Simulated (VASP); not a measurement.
**Y: single point with PBEsol**

Crystal: Y.

```xyz
2
Lattice="3.6695 0.0000 0.0000 -1.8347 3.1779 0.0000 0.0000 0.0000 5.5284" Properties=species:S:1:pos:R:3 pbc="T T T"
Y     0.0000    2.1186    1.3821
Y     1.8347    1.0593    4.1463
```

This cell differs from its parent crystal: biaxial strain in the a-b plane: +2.0 %, then relaxed in part.

| Quantity | Value |
| --- | --- |
| Program | VASP 6.6.1 |
| Task | single point |
| Functional | PBEsol |
| Potentials or basis | VASP PAW PBE potentials, release 64 (Y_sv) |
| Cutoff | 520 eV |
| k mesh | 18 × 18 × 10 |
| Occupations | gaussian, width 0.1 eV |
| Spin | no spin polarisation |

```yaml
Pressure: -1.3 GPa
Band_gap_on_the_k_mesh: zero (bands 11 and 12 overlap by 1.77 eV)
```

Stress tensor (GPa, compression positive):
```
-1.84  0.00  0.00
 0.00 -1.84  0.00
 0.00  0.00 -0.10
```

Levels at points of the mesh, in eV from the Fermi level:
```tsv
k point	band 8	band 9	band 10	band 11	band 12	band 13	band 14	band 15
(0.00, 0.00, 0.00)	-22.20	-4.71	-1.83	1.25	1.70	1.70	2.36	2.40
(0.50, 0.00, 0.00)	-22.31	-1.72	-1.22	-0.77	-0.16	1.30	1.61	2.29
(0.00, 0.00, 0.50)	-22.32	-3.16	-3.16	1.13	1.13	1.55	1.55	1.55
(0.50, 0.00, 0.50)	-22.36	-1.66	-1.66	0.15	0.15	1.45	1.45	2.69
```

It took 5 min on 1 thread of Oxide Virtual Turin-like Processor, on a shared host, peak memory 0.33 GiB.

Caveat: the cell differs from its parent crystal (biaxial strain in the a-b plane: +2.0 %, then relaxed in part); the PAW data sets were made with another functional, which shifts forces and pressure a little.
